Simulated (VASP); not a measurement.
A run of VASP 6.6.1 is set up as follows.

File INCAR:

```
PREC     = Accurate       # precision mode
ENCUT    = 500            # plane-wave cutoff, eV
EDIFF    = 1E-6           # SCF threshold, eV
ISMEAR   = -1             # smearing method
SIGMA    = 0.05           # smearing width, eV
LREAL    = False          # projectors in reciprocal space
LASPH    = True           # aspherical terms in the spheres
NELM     = 120            # most SCF steps
ALGO     = Normal         # electronic algorithm
ISIF     = 2              # what is computed and relaxed
LWAVE    = False          # write WAVECAR
LCHARG   = False          # write CHGCAR
GGA      = CA             # functional
NBANDS   = 11             # bands
GGA_COMPAT= False
```

File KPOINTS:

```
regular mesh
0
Gamma
  12 12 12
```

Contents of POSCAR:

```
Pd
1.0
    0.0000000000      1.9721147795      1.9721147795
    1.9721147795      0.0000000000      1.9721147795
    1.9721147795      1.9721147795      0.0000000000
Pd
1
Direct
    0.0000000000      0.0000000000      0.0000000000
```

Potentials or basis: VASP PAW LDA potentials, release 64 (Pd).

Run with:

```sh
$ cat potpaw_LDA.64/Pd/POTCAR > POTCAR
$ mpirun -np 1 vasp_std > vasp.out
```

Q: Predict the pressure.

A: -14.6 GPa.

Q: Predict the band gap on the k mesh.

A: Zero (band 5 reaches 9.19 eV, above the bottom of band 6 at 7.71 eV).
